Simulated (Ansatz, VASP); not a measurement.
## One calculation of PbS, two programs

File INCAR:

```
  PREC = Accurate
  ENCUT = 600
  EDIFF = 1E-6
  ISMEAR = -1
  SIGMA = 0.05
  LREAL = False
  LASPH = True
  NELM = 60
  ALGO = Normal
  ISIF = 3
  LWAVE = False
  LCHARG = False
  GGA = PE
  IBRION = 2
  NSW = 60
  EDIFFG = -0.01
```

The input KPOINTS:

```
regular mesh
0
Gamma
  8 8 7
```

POSCAR

```
PbS
1.0
    4.0896976867      0.0000000000      0.0000000000
   -2.0448488433      3.5417820905      0.0000000000
    0.0000000000      0.0000000000      3.7881670000
Pb S
1 1
Direct
    0.0000000000      0.0000000000      0.0000000000
    0.6666666667      0.3333333333      0.5000000000
```

File input.yaml:

```yaml
crystal:
  lattice:
    - [4.0896976867, 0.0, 0.0]
    - [-2.0448488433, 3.5417820905, 0.0]
    - [0.0, 0.0, 3.788167]
  atoms:
    - { symbol: Pb, position: [0.0, 0.0, 0.0] }
    - { symbol: S, position: [0.6666666667, 0.3333333333, 0.5] }
hamiltonian:
  xc: pbe
  pseudopotentials: { kind: paw }
kpoints:
  mp_grid: { grid: [8, 8, 7] }
scf:
  occupations: { method: fermi_dirac, width: 0.05 }
output:
  forces: true
  stress: true
  eigenvalues: true
  write_density: true
  write_potential: true
  elf: true
  volumetric_format: npy
relax:
  f_tol: 0.01
  max_steps: 40
  cell: { stress_tol: 0.05 }
```

Alike in both runs: task relaxation of cell and atoms; functional PBE; k mesh 8 × 8 × 7; occupations fermi-dirac, width 0.05 eV; no spin polarisation.

|  | VASP | Ansatz |
| --- | --- | --- |
| version | VASP 6.6.1 | Ansatz 0.2.0 |
| potentials or method | VASP PAW PBE potentials, release 64 (Pb_d, S) | Ansatz PAW |
| plane-wave cutoff (eV) | 600 | 420 |
| valence electrons in the cell | 20 | 20 |

```csv
,VASP,Ansatz,Ansatz less VASP
"gap on the k mesh at the Fermi level, each at its own relaxed structure (eV)",0.21,0.21,-0.004
relaxed volume (Å³/atom),27.44,27.44,0.000
relaxed cell length with the largest relative difference (Å),4.090,4.090,0.0000
```

Neither program's run includes spin-orbit coupling. Noted on VASP's run: the relaxation stopped at its first step, so nothing moved. Noted on Ansatz's run: odd divisions of the mesh miss points on the zone boundary, where band edges often lie, so the gap on the mesh can be too wide; the plane-wave basis is chosen anew once the cell has moved, so the energies of steps on either side of that aren't comparable.
